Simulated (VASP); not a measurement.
# F (I4_1/amd) in VASP: notebook

F is run at these levels: PBE; tasks: density of states.

Everything below comes from runs of VASP 6.6.1. Logs are shortened: lines on timing, memory, paths and dates and some standing lists are left out, and cuts for length are marked.

## (1) The cell of the first run

The structure is tetragonal, space group I4_1/amd (No. 141). The conventional cell has a = 3.731 Å, b = 3.731 Å, c = 2.433 Å, α = 90.00°, β = 90.00°, γ = 90.00°. Within 2.6 Å of F (site symmetry -4m2) lie 6 F at 1.96 to 2.43 Å.

## (2) Density of states, PBE (volume scaled by 0.75)

POSCAR

```
F
1.0
   -1.8655237818      1.8655237818      1.2162775579
    1.8655237818     -1.8655237818      1.2162775579
    1.8655237818      1.8655237818     -1.2162775579
F
2
Direct
   -0.3750000000     -0.1250000000     -0.2500000000
    0.3750000000      0.1250000000      0.2500000000
```

INCAR.step1

```
SYSTEM = F
  ALGO = Normal
  EDIFF = 1E-6
  ENCUT = 520
  GGA = PE
  ISIF = 2
  ISMEAR = -1
  LASPH = .True.
  LCHARG = .True.
  LREAL = .False.
  LWAVE = .False.
  NBANDS = 14
  NELM = 60
  PREC = Accurate
  SIGMA = 0.05
```

KPOINTS.step1

```
k-points
0
Gamma
  17 17 17
  0 0 0
```

INCAR.step2

```
SYSTEM = F
  ALGO = Normal
  EDIFF = 1E-6
  ENCUT = 520
  GGA = PE
  ICHARG = 11
  ISIF = 2
  ISMEAR = -5
  LASPH = .True.
  LCHARG = .False.
  LORBIT = 10
  LREAL = .False.
  LWAVE = .False.
  NEDOS = 2001
  NELM = 60
  PREC = Accurate
  SIGMA = 0.05
```

KPOINTS.step2

```
k-points
0
Gamma
  26 26 26
  0 0 0
```

Potentials or basis: VASP PAW PBE potentials, release 64 (F).

Launch:

```bash
$ cat potpaw_PBE.64/F/POTCAR > POTCAR
$ cp INCAR.step1 INCAR
$ cp KPOINTS.step1 KPOINTS
$ mpirun -np 1 vasp_std > vasp.out
$ cp INCAR.step2 INCAR
$ cp KPOINTS.step2 KPOINTS
$ mpirun -np 1 vasp_std > vasp.out
```

OUTCAR:

```text
SYSTEM = F
   EDIFF = 1E-6
   ENCUT = 520
   GGA = PE
   ICHARG = 11
   ISIF = 2
   ISMEAR = -5
   LASPH = .True.
   LORBIT = 10
   LREAL = .False.
   NELM = 60
   PREC = Accurate

 ion  position               nearest neighbor table
   1  0.625  0.875  0.750-
   2  0.375  0.125  0.250-

  LATTYP: Found a body centered tetragonal cell.
 ALAT       =     3.7310475636
 C/A-ratio  =     0.6519764421

  Lattice vectors:

 A1 = (  -1.8655237818,   1.8655237818,   1.2162775579)
 A2 = (   1.8655237818,  -1.8655237818,   1.2162775579)
 A3 = (   1.8655237818,   1.8655237818,  -1.2162775579)

Analysis of symmetry for initial positions (statically):
=====================================================================
 Subroutine PRICEL returns:
 Original cell was already a primitive cell.

 Routine SETGRP: Setting up the symmetry group for a
 body centered tetragonal supercell.

 Subroutine GETGRP returns: Found 16 space group operations
 (whereof  4 operations were pure point group operations)
 out of a pool of 16 trial point group operations.

The static configuration has the point symmetry C_2h.
 The point group associated with its full space group is D_4h.

Analysis of symmetry for dynamics (positions and initial velocities):
=====================================================================
 Subroutine PRICEL returns:
 Original cell was already a primitive cell.

 Routine SETGRP: Setting up the symmetry group for a
 body centered tetragonal supercell.

 Subroutine GETGRP returns: Found 16 space group operations
 (whereof  4 operations were pure point group operations)
 out of a pool of 16 trial point group operations.

The dynamic configuration has the point symmetry C_2h.
 The point group associated with its full space group is D_4h.

 Subroutine INISYM returns: Found 16 space group operations
 (whereof  4 operations are pure point group operations),
 and found     1 'primitive' translations

----------------------------------------------------------------------------------------

                                     Primitive cell

  volume of cell :      16.9315

  direct lattice vectors                    reciprocal lattice vectors
    -1.865523782  1.865523782  1.216277558     0.000000000  0.268021241  0.411090377
     1.865523782 -1.865523782  1.216277558     0.268021241  0.000000000  0.411090377
     1.865523782  1.865523782 -1.216277558     0.268021241  0.268021241  0.000000000

  length of vectors
     2.905114294  2.905114294  2.905114294     0.490745030  0.490745030  0.379039275

  position of ions in fractional coordinates (direct lattice)
     0.625000000  0.875000000  0.750000000
     0.375000000  0.125000000  0.250000000

  ion indices of the primitive-cell ions
   primitive index   ion index
                 1           1
                 2           2

----------------------------------------------------------------------------------------

 KPOINTS: k-points

Automatic generation of k-mesh.
 Grid dimensions read from file:
 generate k-points for:   26   26   26

 Generating k-lattice:

  Cartesian coordinates                     Fractional coordinates (reciprocal lattice)
     0.000000000  0.010308509  0.015811168     0.038461538 -0.000000000  0.000000000
     0.010308509  0.000000000  0.015811168    -0.000000000  0.038461538  0.000000000
     0.010308509  0.010308509  0.000000000     0.000000000  0.000000000  0.038461538

  Length of vectors
     0.018874809  0.018874809  0.014578434

  Shift w.r.t. Gamma in fractional coordinates (k-lattice)
     0.000000000  0.000000000  0.000000000

 TETIRR: Found  43137 inequivalent tetrahedra from   105456

 Subroutine IBZKPT returns following result:
 ===========================================

 Found   1330 irreducible k-points:

 Following reciprocal coordinates:
            Coordinates               Weight
  0.000000  0.000000  0.000000      1.000000
  0.038462  0.000000 -0.000000      8.000000
  0.076923  0.000000 -0.000000      8.000000
  0.115385  0.000000 -0.000000      8.000000
  0.153846  0.000000 -0.000000      8.000000
  0.192308  0.000000 -0.000000      8.000000
[... 16 lines left out ...]
  0.346154  0.038462 -0.000000     16.000000
  0.384615  0.038462  0.000000     16.000000
 [... further k-points ...]
   k-points           NKPTS =   1330   k-points in BZ     NKDIM =   1330   number of bands    NBANDS=     11
   number of dos      NEDOS =   2001   number of ions     NIONS =      2
   total plane-waves  NPLWV =  13824
   dimension x,y,z NGX =    24 NGY =   24 NGZ =   24
   dimension x,y,z NGXF=    48 NGYF=   48 NGZF=   48
   ions per type =               2
   NGX,Y,Z   is equivalent  to a cutoff of  13.73, 13.73, 13.73 a.u.
   NGXF,Y,Z  is equivalent  to a cutoff of  27.47, 27.47, 27.47 a.u.
 SYSTEM =  F
   PREC   = accura    normal or accurate (medium, high low for compatibility)
   ISTART =      0    job   : 0-new  1-cont  2-samecut
   ICHARG =     11    charge: 1-file 2-atom 10-const
   ISPIN  =      1    spin polarized calculation?
   LNONCOLLINEAR =      F non collinear calculations
   LSORBIT =      F    spin-orbit coupling
   LASPH  =      T    aspherical Exc in radial PAW
   ENCUT  =  520.0 eV  38.22 Ry    6.18 a.u.   5.40  5.40  5.40*2*pi/ulx,y,z
   NELM   =     60;   NELMIN=  2; NELMDL=  0     # of ELM steps
   EDIFF  = 0.1E-05   stopping-criterion for ELM
   LREAL  =      F    real-space projection
   EDIFFG = 0.1E-04   stopping-criterion for IOM
   NSW    =      0    number of steps for IOM
   IBRION =     -1    ionic relax: 0-MD 1-quasi-New 2-CG
   NFREE  =      0    steps in history (QN), initial steepest desc. (CG)
   ISIF   =      2    stress and relaxation
   ISYM   =      2    0-nonsym 1-usesym 2-fastsym
   POTIM  = 0.5000    time-step for ionic-motion
   TEBEG  =    0.0;   TEEND  =   0.0 temperature during run
   PSTRESS=    0.0 pullay stress
   NELECT =      14.0000    total number of electrons
   NUPDOWN=      -1.0000    fix difference up-down
   EMIN   =  10.00;   EMAX   =-10.00  energy-range for DOS
   EFERMI =   0.00;   METHOD = LEGACY
   ISMEAR =    -5;   SIGMA  =   0.05  broadening in eV -4-tet -1-fermi 0-gaus
   EFERMI_NEDOS =   21; number of points for ismear=-14 and -15
   IALGO  =     38    algorithm
   IMIX   =      4    mixing-type and parameters
     AMIX     =   0.40;   BMIX     =  1.00
     AMIX_MAG =   1.60;   BMIX_MAG =  1.00
  volume/ion in A,a.u.               =       8.47        57.13
  Fermi-wavevector in a.u.,A,eV,Ry     =   1.536571  2.903699 32.124060  2.361052
  Thomas-Fermi vector in A             =   2.643202
   LORBIT       =     10    0 simple, 1 ext, 2 COOP (PROOUT), +10 PAW based schemes
   GGA     = PE    functional components
   LHFCALC =     F    Hartree Fock is set to
   AEXX    =    0.0000 exact exchange contribution
   IVDW    =     0    specifies the selected vdW correction
   LEPSILON=     F    determine dielectric tensor
   LRPA    =     F    only Hartree local field effects (RPA)
 non-spin polarized calculation
 Fermi weights with tetrahedron method with Bloechl corrections
  energy-cutoff  :      520.00
  volume of cell :       16.93
 maximum number of plane-waves:       473
 NGX is ok and might be reduce to    24

 number of electron      13.9999999 magnetization

 Free energy of the ion-electron system (eV)
  ---------------------------------------------------
  ext. energy  EPLUGINS =         0.00000000
  ---------------------------------------------------
  free energy    TOTEN  =        -1.75387764 eV

  energy without entropy =       -1.75387764  energy(sigma->0) =       -1.75387764

 E-fermi :  -0.8607     XC(G=0): -11.1609

 val. band max:       -0.8488575468   @ k =  -0.4615  -0.4615   0.1923
 cond. band min:      -0.8647026311   @ k =   0.1538   0.1154   0.1154
 fundamental gap:     -0.0158450843
 Fermi energy:        -0.8606833940

 k-point     1 :       0.0000    0.0000    0.0000
  band No.  band energies     occupation
      1     -25.0186      2.00000
      2     -20.1653      2.00000
      3      -5.3717      2.00000
      4      -5.3716      2.00000
      5      -1.8427      2.00000
      6      -1.7680      2.00000
      7      -0.6857      0.00000
      8      -0.6857      0.00000
      9      13.0300      0.00000
     10      18.1889      0.00000
     11      26.5341      0.00000

 k-point     2 :       0.0385    0.0000   -0.0000
  band No.  band energies     occupation
      1     -24.9971      2.00000
      2     -20.1746      2.00000
      3      -5.3763      2.00000
      4      -5.3483      2.00000
      5      -1.8790      2.00000
      6      -1.8190      2.00000
      7      -0.7066      0.00000
      8      -0.6868      0.00000
      9      13.1148      0.00000
     10      18.2393      0.00000
     11      26.4430      0.00000

 k-point     3 :       0.0769    0.0000   -0.0000
  band No.  band energies     occupation
      1     -24.9330      2.00000
      2     -20.2050      2.00000
      3      -5.3899      2.00000
      4      -5.2811      2.00000
      5      -2.0025      2.00000
      6      -1.9545      2.00000
      7      -0.7616     -0.05532
      8      -0.6901      0.00000
      9      13.3620      0.00000
     10      18.3858      0.00000
     11      26.0959      0.00000
[... 267 lines left out ...]
 k-point    23 :       0.3462    0.0385   -0.0000
  band No.  band energies     occupation
      1     -23.4703      2.00000
      2     -20.8875      2.00000
      3      -5.7433      2.00000
      4      -5.4530      2.00000
      5      -4.1600      2.00000
      6      -2.8491      2.00000
      7      -1.3521      2.00000
      8      -0.8107      0.00000
      9      17.8623      0.00000
     10      19.4153      0.00000
     11      20.6743      0.00000

 k-point    24 :       0.3846    0.0385    0.0000
  band No.  band energies     occupation
      1     -23.2724      2.00000
      2     -21.0088      2.00000
      3      -5.9432      2.00000
      4      -5.5111      2.00000
      5      -4.2687      2.00000
      6      -2.7270      2.00000
      7      -1.4391      2.00000
      8      -0.8188      0.00000
      9      18.3907      0.00000
     10      19.2902      0.00000
     11      20.2614      0.00000

 [... further k-points ...]
[... 5 lines left out ...]
  --------------------------------------------------------------------------------------
  -------------------------------------------------------------------------------------
  Total        2.6243187      2.6243187      2.4662999      0.0000000      0.0000000     -0.0000000
  in kB      248.3321189    248.3321189    233.3792284      0.0000000      0.0000000     -0.0000000
  external PRESSURE =     243.3478221 kB  Pullay stress =       0.0000000 kB

 VOLUME and BASIS-vectors are now :
 -----------------------------------------------------------------------------
  energy-cutoff  :      520.00
  volume of cell :       16.93
      direct lattice vectors                 reciprocal lattice vectors
    -1.865523782  1.865523782  1.216277558     0.000000000  0.268021241  0.411090377
     1.865523782 -1.865523782  1.216277558     0.268021241  0.000000000  0.411090377
     1.865523782  1.865523782 -1.216277558     0.268021241  0.268021241  0.000000000

 POSITION                                       TOTAL-FORCE (eV/Angst)
 -----------------------------------------------------------------------------------
      1.86552      0.93276      0.91221         0.000000      0.000000      0.000000
      0.00000      0.93276      0.30407        -0.000000     -0.000000     -0.000000
 -----------------------------------------------------------------------------------
    total drift:                               -0.000000      0.000000      0.000000

  FREE ENERGIE OF THE ION-ELECTRON SYSTEM (eV)
  ---------------------------------------------------
  free  energy   TOTEN  =        -1.7538776422 eV

  energy  without entropy=       -1.7538776422  energy(sigma->0) =       -1.75387764

 total charge

# of ion       s       p       d       tot
------------------------------------------
    1        1.784   4.026   0.000   5.810
    2        1.784   4.026   0.000   5.810
--------------------------------------------------
tot          3.569   8.051   0.000  11.620
```

Wall time 4.3 min (1 thread of Oxide Virtual Turin-like, shared host); peak memory 0.34 GiB.

Results:

```
Valence electrons inside the program's atomic spheres : F 5.81
```

Caveat: the cell differs from its parent crystal (volume scaled by 0.75); tetrahedron occupations give inexact forces and stress in metals.

## (3) Density of states, PBE

This run uses another cell than the first one, of 11.29 Å³/atom, 1.333 times its volume.

POSCAR

```
F
1.0
   -1.9637058772      1.9637058772      1.4635923466
    1.9637058772     -1.9637058772      1.4635923466
    1.9637058772      1.9637058772     -1.4635923466
F
2
Direct
   -0.3750000000     -0.1250000000     -0.2500000000
    0.3750000000      0.1250000000      0.2500000000
```

INCAR.step1

```
SYSTEM = F
PREC = Accurate
ENCUT = 520
EDIFF = 1E-7
ISMEAR = -1
SIGMA = 0.05
LREAL = .False.
LASPH = .True.
NELM = 80
ALGO = Normal
ISIF = 2
LWAVE = .False.
LCHARG = .True.
GGA = PE
NBANDS = 14
```

KPOINTS.step1

```
Automatic mesh
0
Gamma
  17 17 17
  0 0 0
```

INCAR.step2

```
SYSTEM = F
PREC = Accurate
ENCUT = 520
EDIFF = 1E-7
ISMEAR = -5
SIGMA = 0.05
LREAL = .False.
LASPH = .True.
NELM = 80
ALGO = Normal
ISIF = 2
LWAVE = .False.
LCHARG = .False.
GGA = PE
LORBIT = 10
NEDOS = 2001
ICHARG = 11
```

KPOINTS.step2

```
Automatic mesh
0
Gamma
  26 26 26
  0 0 0
```

Potentials or basis: VASP PAW PBE potentials, release 64 (F).

Launch:

```bash
$ cat potpaw_PBE.64/F/POTCAR > POTCAR
$ cp INCAR.step1 INCAR
$ cp KPOINTS.step1 KPOINTS
$ mpirun -np 1 vasp_std > vasp.out
$ cp INCAR.step2 INCAR
$ cp KPOINTS.step2 KPOINTS
$ mpirun -np 1 vasp_std > vasp.out
```

It took 5.5 min on 1 thread of Oxide Virtual Turin-like, shared host; peak memory 0.4 GiB.

It converged, with:

```yaml
Valence_electrons_inside_the_program's_atomic_spheres: F 5.77
```

Levels at points of the mesh, in eV from the Fermi level:
```csv
k point,band 3,band 4,band 5,band 6,band 7,band 8,band 9,band 10,band 11
"(0.00, 0.00, 0.00)",-3.25,-3.25,-1.19,-1.05,-0.02,-0.02,11.62,19.81,24.76
"(0.50, 0.00, 0.00)",-3.69,-3.68,-2.44,-0.96,-0.53,0.02,17.18,18.01,19.39
"(0.50, 0.50, 0.00)",-2.51,-2.51,-2.15,-2.15,-0.33,-0.33,15.88,15.88,24.89
"(0.50, 0.50, 0.50)",-4.73,-4.73,-1.33,-1.33,0.62,0.62,18.15,18.15,20.28
```

Caveat: tetrahedron occupations give inexact forces and stress in metals.
